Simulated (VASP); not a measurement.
# SrO in VASP: further runs

SrO is run at these levels: r2SCAN; tasks: single point, relaxation of cell and atoms.

Everything below comes from runs of VASP 6.6.1. Logs are shortened: lines on timing, memory, paths and dates and some standing lists are left out, and cuts for length are marked.

## Step 1: The cell of the first run

Symmetry: I4/mmm, No. 139, tetragonal system. Conventional cell: a = 3.686 Å, b = 3.686 Å, c = 5.133 Å, α = 90.00°, β = 90.00°, γ = 90.00°. Within 3.4 Å of Sr (site symmetry 4/mmm) lie 6 O at 2.57 to 2.61 Å. O (site symmetry 4/mmm) has 6 Sr at 2.57 to 2.61 Å within 3.4 Å.

## Step 2: Single point, r2SCAN (film at in-plane strain +0.01)

Input file POSCAR:

```
SrO
1.0
    2.6061179546      2.6061179546      0.0000000000
   -2.6061179546      2.6061179546      0.0000000000
    0.0000000000      2.6061179546      2.5667486589
Sr O
1 1
Direct
    0.5000000000      0.5000000000      0.0000000000
    0.0000000000      0.0000000000      0.0000000000
```

Input file INCAR.step1:

```
  ALGO = Normal
  EDIFF = 1E-4
  ENCUT = 520
  GGA = PE
  ISMEAR = 0
  LASPH = T
  LCHARG = F
  LREAL = F
  LWAVE = T
  NBANDS = 15
  NELM = 100
  PREC = Accurate
  SIGMA = 0.01
```

Input file INCAR.step2:

```
  ALGO = Normal
  EDIFF = 1E-6
  ENCUT = 520
  ISIF = 2
  ISMEAR = 0
  ISTART = 1
  LASPH = T
  LCHARG = T
  LELF = T
  LMIXTAU = T
  LREAL = F
  LVHAR = T
  LWAVE = F
  METAGGA = R2SCAN
  NBANDS = 15
  NELM = 100
  PREC = Accurate
  SIGMA = 0.01
```

Input file KPOINTS:

```
k-points
0
Gamma
  8 8 8
```

Potentials or basis: VASP PAW PBE potentials, release 64 (Sr_sv, O).

Run with:

```sh
cat potpaw_PBE.64/Sr_sv/POTCAR potpaw_PBE.64/O/POTCAR > POTCAR
cp INCAR.step1 INCAR
mpirun -np 1 vasp_std > vasp.out
cp INCAR.step2 INCAR
mpirun -np 1 vasp_std > vasp.out
```

OUTCAR:

```text
EDIFF = 1E-6
   ENCUT = 520
   ISIF = 2
   ISMEAR = 0
   ISTART = 1
   LASPH = T
   LREAL = F
   METAGGA = R2SCAN
   NELM = 100
   PREC = Accurate

 ion  position               nearest neighbor table
   1  0.500  0.500  0.000-   2 2.57   2 2.57   2 2.61   2 2.61   2 2.61   2 2.61
   2  0.000  0.000  0.000-   1 2.57   1 2.57   1 2.61   1 2.61   1 2.61   1 2.61

  LATTYP: Found a body centered tetragonal cell.
 ALAT       =     3.6856073565
 C/A-ratio  =     1.3928497589

  Lattice vectors:

 A1 = (   2.6061179546,   0.0000000000,  -2.5667486589)
 A2 = (  -2.6061179546,   0.0000000000,  -2.5667486589)
 A3 = (   0.0000000000,   2.6061179546,   2.5667486589)

Analysis of symmetry for initial positions (statically):
=====================================================================
 Subroutine PRICEL returns:
 Original cell was already a primitive cell.

 Routine SETGRP: Setting up the symmetry group for a
 body centered tetragonal supercell.

 Subroutine GETGRP returns: Found 16 space group operations
 (whereof 16 operations were pure point group operations)
 out of a pool of 16 trial point group operations.

The static configuration has the point symmetry D_4h.

Analysis of symmetry for dynamics (positions and initial velocities):
=====================================================================
 Subroutine PRICEL returns:
 Original cell was already a primitive cell.

 Routine SETGRP: Setting up the symmetry group for a
 body centered tetragonal supercell.

 Subroutine GETGRP returns: Found 16 space group operations
 (whereof 16 operations were pure point group operations)
 out of a pool of 16 trial point group operations.

The dynamic configuration has the point symmetry D_4h.

 Subroutine INISYM returns: Found 16 space group operations
 (whereof 16 operations are pure point group operations),
 and found     1 'primitive' translations

----------------------------------------------------------------------------------------

                                     Primitive cell

  volume of cell :      34.8659

  direct lattice vectors                    reciprocal lattice vectors
     2.606117955  2.606117955  0.000000000     0.191856243  0.191856243 -0.194798972
    -2.606117955  2.606117955  0.000000000    -0.191856243  0.191856243 -0.194798972
     0.000000000  2.606117955  2.566748659     0.000000000  0.000000000  0.389597944

  length of vectors
     3.685607357  3.685607357  3.657874994     0.334012388  0.334012388  0.389597944

  position of ions in fractional coordinates (direct lattice)
     0.500000000  0.500000000  0.000000000
     0.000000000  0.000000000  0.000000000

  ion indices of the primitive-cell ions
   primitive index   ion index
                 1           1
                 2           2

----------------------------------------------------------------------------------------

 KPOINTS: k-points

Automatic generation of k-mesh.
 Grid dimensions read from file:
 generate k-points for:    8    8    8

 Generating k-lattice:

  Cartesian coordinates                     Fractional coordinates (reciprocal lattice)
     0.023982030  0.023982030 -0.024349871     0.125000000  0.000000000 -0.000000000
    -0.023982030  0.023982030 -0.024349871     0.000000000  0.125000000 -0.000000000
     0.000000000  0.000000000  0.048699743     0.000000000  0.000000000  0.125000000

  Length of vectors
     0.041751549  0.041751549  0.048699743

  Shift w.r.t. Gamma in fractional coordinates (k-lattice)
     0.000000000  0.000000000  0.000000000

 Subroutine IBZKPT returns following result:
 ===========================================

 Found     59 irreducible k-points:

 Following reciprocal coordinates:
            Coordinates               Weight
  0.000000  0.000000  0.000000      1.000000
  0.125000  0.000000  0.000000      8.000000
  0.250000  0.000000  0.000000      8.000000
  0.375000  0.000000  0.000000      8.000000
  0.500000  0.000000  0.000000      4.000000
  0.125000  0.125000  0.000000      8.000000
[... 16 lines left out ...]
  0.250000  0.000000  0.125000      4.000000
  0.375000  0.000000  0.125000      8.000000
 [... further k-points ...]
   k-points           NKPTS =     59   k-points in BZ     NKDIM =     59   number of bands    NBANDS=     15
   number of dos      NEDOS =    301   number of ions     NIONS =      2
   total plane-waves  NPLWV =  21952
   dimension x,y,z NGX =    28 NGY =   28 NGZ =   28
   dimension x,y,z NGXF=    56 NGYF=   56 NGZF=   56
   ions per type =               1   1
   NGX,Y,Z   is equivalent  to a cutoff of  12.63, 12.63, 12.73 a.u.
   NGXF,Y,Z  is equivalent  to a cutoff of  25.26, 25.26, 25.45 a.u.
 SYSTEM =  unknown system
   PREC   = accura    normal or accurate (medium, high low for compatibility)
   ISTART =      1    job   : 0-new  1-cont  2-samecut
   ICHARG =      0    charge: 1-file 2-atom 10-const
   ISPIN  =      1    spin polarized calculation?
   LNONCOLLINEAR =      F non collinear calculations
   LSORBIT =      F    spin-orbit coupling
   LASPH  =      T    aspherical Exc in radial PAW
   ENCUT  =  520.0 eV  38.22 Ry    6.18 a.u.   6.85  6.85  6.80*2*pi/ulx,y,z
   NELM   =    100;   NELMIN=  2; NELMDL=  0     # of ELM steps
   EDIFF  = 0.1E-05   stopping-criterion for ELM
   LREAL  =      F    real-space projection
   EDIFFG = 0.1E-04   stopping-criterion for IOM
   NSW    =      0    number of steps for IOM
   IBRION =     -1    ionic relax: 0-MD 1-quasi-New 2-CG
   NFREE  =      0    steps in history (QN), initial steepest desc. (CG)
   ISIF   =      2    stress and relaxation
   ISYM   =      2    0-nonsym 1-usesym 2-fastsym
   POTIM  = 0.5000    time-step for ionic-motion
   TEBEG  =    0.0;   TEEND  =   0.0 temperature during run
   PSTRESS=    0.0 pullay stress
   NELECT =      16.0000    total number of electrons
   NUPDOWN=      -1.0000    fix difference up-down
   EMIN   =  10.00;   EMAX   =-10.00  energy-range for DOS
   EFERMI =   0.00;   METHOD = LEGACY
   ISMEAR =     0;   SIGMA  =   0.01  broadening in eV -4-tet -1-fermi 0-gaus
   EFERMI_NEDOS =   21; number of points for ismear=-14 and -15
   IALGO  =     38    algorithm
   IMIX   =      4    mixing-type and parameters
     AMIX     =   0.40;   BMIX     =  1.00
     AMIX_MAG =   1.60;   BMIX_MAG =  1.00
  volume/ion in A,a.u.               =      17.43       117.64
  Fermi-wavevector in a.u.,A,eV,Ry     =   1.262741  2.386235 21.694697  1.594515
  Thomas-Fermi vector in A             =   2.396134
   LORBIT       =      0    0 simple, 1 ext, 2 COOP (PROOUT), +10 PAW based schemes
   METAGGA = R2SCAN    functional components
   LHFCALC =     F    Hartree Fock is set to
   AEXX    =    0.0000 exact exchange contribution
   IVDW    =     0    specifies the selected vdW correction
   LEPSILON=     F    determine dielectric tensor
   LRPA    =     F    only Hartree local field effects (RPA)
 non-spin polarized calculation
 Gauss-broadening in eV      SIGMA  =   0.01
  energy-cutoff  :      520.00
  volume of cell :       34.87
 maximum number of plane-waves:       950
   NGX = 13   NGY = 13   NGZ = 13

 number of electron      16.0000000 magnetization

 Free energy of the ion-electron system (eV)
  ---------------------------------------------------
  ext. energy  EPLUGINS =         0.00000000
  ---------------------------------------------------
  free energy    TOTEN  =       -27.05332238 eV

  energy without entropy =      -27.05332238  energy(sigma->0) =      -27.05332238

 E-fermi :   1.4254     XC(G=0): -10.4550

 val. band max:        1.2594409479   @ k =   0.0000   0.0000   0.0000
 cond. band min:       4.9403455592   @ k =   0.0000   0.0000   0.5000
 fundamental gap:      3.6809046113
 Fermi energy:         1.4254171683

 k-point     1 :       0.0000    0.0000    0.0000
  band No.  band energies     occupation
      1     -32.3392      2.00000
      2     -14.7718      2.00000
      3     -13.3925      2.00000
      4     -13.3925      2.00000
      5     -13.3788      2.00000
      6       1.2087      2.00000
      7       1.2087      2.00000
      8       1.2594      2.00000
      9       5.6905      0.00000
     10       7.9090      0.00000
     11       7.9090      0.00000
     12       8.0184      0.00000
     13      10.1050      0.00000
     14      10.3197      0.00000
     15      14.3932      0.00000

 k-point     2 :       0.1250    0.0000    0.0000
  band No.  band energies     occupation
      1     -32.3212      2.00000
      2     -15.0585      2.00000
      3     -13.4051      2.00000
      4     -13.3934      2.00000
      5     -13.1447      2.00000
      6       0.8053      2.00000
      7       1.0272      2.00000
      8       1.0562      2.00000
      9       6.3640      0.00000
     10       7.7826      0.00000
     11       8.2174      0.00000
     12       8.2823      0.00000
     13      10.4979      0.00000
     14      10.7198      0.00000
     15      15.3872      0.00000

 k-point     3 :       0.2500    0.0000    0.0000
  band No.  band energies     occupation
      1     -32.2774      2.00000
      2     -15.5573      2.00000
      3     -13.4351      2.00000
      4     -13.4152      2.00000
      5     -12.7539      2.00000
      6       0.0201      2.00000
      7       0.6311      2.00000
      8       0.6447      2.00000
      9       7.6738      0.00000
     10       7.9090      0.00000
     11       9.0524      0.00000
     12       9.0901      0.00000
     13      11.4907      0.00000
     14      11.7226      0.00000
     15      17.3515      0.00000
[... 343 lines left out ...]
 k-point    23 :       0.2500    0.0000    0.1250
  band No.  band energies     occupation
      1     -32.2953      2.00000
      2     -15.3139      2.00000
      3     -13.4846      2.00000
      4     -13.3993      2.00000
      5     -12.9304      2.00000
      6       0.2713      2.00000
      7       0.6934      2.00000
      8       1.1125      2.00000
      9       7.1891      0.00000
     10       7.4791      0.00000
     11       8.4511      0.00000
     12       9.1935      0.00000
     13      11.0037      0.00000
     14      11.2827      0.00000
     15      16.6914      0.00000

 k-point    24 :       0.3750    0.0000    0.1250
  band No.  band energies     occupation
      1     -32.2516      2.00000
      2     -15.6666      2.00000
      3     -13.5620      2.00000
      4     -13.4299      2.00000
      5     -12.6852      2.00000
      6      -0.2690      2.00000
      7       0.3598      2.00000
      8       0.8242      2.00000
      9       7.5846      0.00000
     10       8.4069      0.00000
     11       9.2335      0.00000
     12      10.1403      0.00000
     13      12.0750      0.00000
     14      12.2923      0.00000
     15      17.8196      0.00000

 [... further k-points ...]
[... 5 lines left out ...]
  --------------------------------------------------------------------------------------
  -------------------------------------------------------------------------------------
  Total       -0.3270434     -0.3270434      0.1142768      0.0000000     -0.0000000     -0.0000000
  in kB      -15.0284628    -15.0284628      5.2513033      0.0000000     -0.0000000     -0.0000000
  external PRESSURE =      -8.2685408 kB  Pullay stress =       0.0000000 kB

 VOLUME and BASIS-vectors are now :
 -----------------------------------------------------------------------------
  energy-cutoff  :      520.00
  volume of cell :       34.87
      direct lattice vectors                 reciprocal lattice vectors
     2.606117955  2.606117955  0.000000000     0.191856243  0.191856243 -0.194798972
    -2.606117955  2.606117955  0.000000000    -0.191856243  0.191856243 -0.194798972
     0.000000000  2.606117955  2.566748659     0.000000000  0.000000000  0.389597944

 POSITION                                       TOTAL-FORCE (eV/Angst)
 -----------------------------------------------------------------------------------
      0.00000      2.60612      0.00000        -0.000000     -0.000000      0.000000
      0.00000      0.00000      0.00000         0.000000      0.000000      0.000000
 -----------------------------------------------------------------------------------
    total drift:                               -0.000000      0.000000     -0.000000

  FREE ENERGIE OF THE ION-ELECTRON SYSTEM (eV)
  ---------------------------------------------------
  free  energy   TOTEN  =       -27.0533223822 eV

  energy  without entropy=      -27.0533223822  energy(sigma->0) =      -27.05332238
```

Run time: 2.7 min. Hardware: 1 thread of AMD EPYC 7R43 (Zen 3), shared host; peak memory 0.15 GiB.

What came out:

```
Free energy            : -27.0533 eV
Pressure               : -0.8 GPa
Band gap on the k mesh : 3.68 eV, indirect (least direct gap 3.84 eV)
```

Levels at points of the mesh, in eV from the valence-band top:
| k point | band 6 | band 7 | band 8 | band 9 | band 10 | band 11 |
| --- | --- | --- | --- | --- | --- | --- |
| (0.00, 0.00, 0.00) | -0.05 | -0.05 | 0.00 | 4.43 | 6.65 | 6.65 |
| (0.50, 0.00, 0.00) | -2.10 | -1.12 | -1.11 | 6.96 | 8.83 | 9.29 |
| (0.50, 0.50, 0.00) | -0.53 | -0.16 | -0.09 | 3.74 | 8.28 | 10.73 |
| (0.00, 0.00, 0.50) | -0.44 | -0.16 | -0.16 | 3.68 | 8.30 | 10.71 |

Caveat: the cell differs from its parent crystal (film at in-plane strain +0.01); the PAW data sets were made with another functional, which shifts forces and pressure a little.

## Step 3: Single point, r2SCAN (in-plane strain +0.02, then relaxed in part)

Input file POSCAR:

```
SrO
1.0
    2.6319211027      2.6319211027      0.0000000000
   -2.6319211027      2.6319211027      0.0000000000
    0.0000000000      2.6319211027      2.5534930436
Sr O
1 1
Direct
    0.5000000000      0.5000000000      0.0000000000
    0.0000000000      0.0000000000      0.0000000000
```

Input file INCAR.step1:

```
SYSTEM = SrO
PREC     = Accurate       ! precision mode
ENCUT    = 520            ! plane-wave cutoff, eV
ISMEAR   = 0              ! smearing method
SIGMA    = 0.01           ! smearing width, eV
LREAL    = .FALSE.        ! projectors in reciprocal space
LASPH    = .TRUE.         ! aspherical terms in the spheres
NELM     = 100            ! most SCF steps
NBANDS   = 15             ! bands
GGA      = PE             ! functional
ALGO     = Normal         ! electronic algorithm
EDIFF    = 1E-4           ! SCF threshold, eV
LWAVE    = .TRUE.         ! write WAVECAR
LCHARG   = .FALSE.        ! write CHGCAR
```

Input file INCAR.step2:

```
SYSTEM = SrO
PREC     = Accurate       ! precision mode
ENCUT    = 520            ! plane-wave cutoff, eV
EDIFF    = 1E-6           ! SCF threshold, eV
ISMEAR   = 0              ! smearing method
SIGMA    = 0.01           ! smearing width, eV
LREAL    = .FALSE.        ! projectors in reciprocal space
LASPH    = .TRUE.         ! aspherical terms in the spheres
NELM     = 100            ! most SCF steps
ALGO     = Normal         ! electronic algorithm
ISIF     = 2              ! what is computed and relaxed
LWAVE    = .FALSE.        ! write WAVECAR
LCHARG   = .FALSE.        ! write CHGCAR
METAGGA  = R2SCAN         ! meta-GGA
LMIXTAU  = .TRUE.       
NBANDS   = 15             ! bands
ISTART   = 1
```

Input file KPOINTS:

```
Automatic mesh
0
G
  8 8 8
  0 0 0
```

Potentials or basis: VASP PAW PBE potentials, release 64 (Sr_sv, O).

Run with:

```sh
cat potpaw_PBE.64/Sr_sv/POTCAR potpaw_PBE.64/O/POTCAR > POTCAR
cp INCAR.step1 INCAR
mpirun -np 1 vasp_std > vasp.out
cp INCAR.step2 INCAR
mpirun -np 1 vasp_std > vasp.out
```

Run time: 2.7 min. Hardware: 1 thread of AMD EPYC 7R43 (Zen 3), shared host; peak memory 0.15 GiB.

It converged, with:

| Item | Value |
| --- | --- |
| Free energy | -27.0428 eV |
| Pressure | -2.0 GPa |
| Band gap on the k mesh | 3.62 eV, indirect (least direct gap 3.83 eV) |

Stress tensor (GPa, compression positive):
```
-3.22  0.00  0.00
 0.00 -3.22  0.00
 0.00  0.00  0.60
```

Levels at points of the mesh, in eV from the valence-band top:
```tsv
k point	band 4	band 5	band 6	band 7	band 8	band 9	band 10	band 11	band 12	band 13
(0.00, 0.00, 0.00)	-14.76	-14.73	-0.10	-0.10	0.00	4.28	6.55	6.55	6.77	8.65
(0.50, 0.00, 0.00)	-14.79	-13.73	-2.11	-1.13	-1.12	6.86	8.67	9.17	9.21	12.08
(0.50, 0.50, 0.00)	-15.06	-15.03	-0.62	-0.22	-0.10	3.74	8.13	10.61	10.63	11.14
(0.00, 0.00, 0.50)	-15.10	-15.10	-0.44	-0.22	-0.22	3.62	8.17	10.57	10.76	11.32
```

Caveat: the cell differs from its parent crystal (in-plane strain +0.02, then relaxed in part); the PAW data sets were made with another functional, which shifts forces and pressure a little.

## Step 4: Single point, r2SCAN (in-plane strain +0.02)

Changes to POSCAR since step 3:

```diff
@@ -4,3 +4,3 @@
    -2.6319211027      2.6319211027      0.0000000000
-    0.0000000000      2.6319211027      2.5534930436
+    0.0000000000      2.6319211027      2.5493510289
 Sr O
```

Input file INCAR.step1:

```
SYSTEM = SrO
PREC = Accurate
ENCUT = 520
ISMEAR = 0
SIGMA = 0.01
LREAL = .FALSE.
LASPH = .TRUE.
NELM = 80
NBANDS = 15
GGA = PE
ALGO = Normal
EDIFF = 1E-4
LWAVE = .TRUE.
LCHARG = .FALSE.
```

Input file INCAR.step2:

```
SYSTEM = SrO
PREC = Accurate
ENCUT = 520
EDIFF = 1E-6
ISMEAR = 0
SIGMA = 0.01
LREAL = .FALSE.
LASPH = .TRUE.
NELM = 80
ALGO = Normal
ISIF = 2
LWAVE = .FALSE.
LCHARG = .FALSE.
METAGGA = R2SCAN
LMIXTAU = .TRUE.
NBANDS = 15
ISTART = 1
```

Input file KPOINTS:

```
regular mesh
0
G
  8 8 8
  0 0 0
```

Run with:

```sh
cat potpaw_PBE.64/Sr_sv/POTCAR potpaw_PBE.64/O/POTCAR > POTCAR
cp INCAR.step1 INCAR
mpirun -np 1 vasp_std > vasp.out
cp INCAR.step2 INCAR
mpirun -np 1 vasp_std > vasp.out
```

Run time: 2.7 min. Hardware: 1 thread of AMD EPYC 7R43 (Zen 3), shared host; peak memory 0.15 GiB.

It converged, with:

```yaml
Free_energy: -27.0425 eV
Pressure: -1.8 GPa
Band_gap_on_the_k_mesh: 3.61 eV, indirect (least direct gap 3.83 eV)
```

Stress tensor (GPa, compression positive):
```
-3.15  0.00  0.00
 0.00 -3.15  0.00
 0.00  0.00  0.93
```

Levels at points of the mesh, in eV from the valence-band top:
```
           k point  band 5  band 6  band 7  band 8  band 9  band 10  band 11  band 12
(0.00, 0.00, 0.00)  -14.72   -0.10   -0.10    0.00    4.28     6.55     6.55     6.77
(0.50, 0.00, 0.00)  -13.72   -2.12   -1.14   -1.13    6.87     8.68     9.17     9.22
(0.50, 0.50, 0.00)  -15.03   -0.62   -0.22   -0.09    3.74     8.13    10.62    10.64
(0.00, 0.00, 0.50)  -15.10   -0.43   -0.22   -0.22    3.61     8.17    10.58    10.77
```

Caveat: the cell differs from its parent crystal (in-plane strain +0.02); the PAW data sets were made with another functional, which shifts forces and pressure a little. A k mesh can miss the band edges.

(Continued in part 2 of 2.)
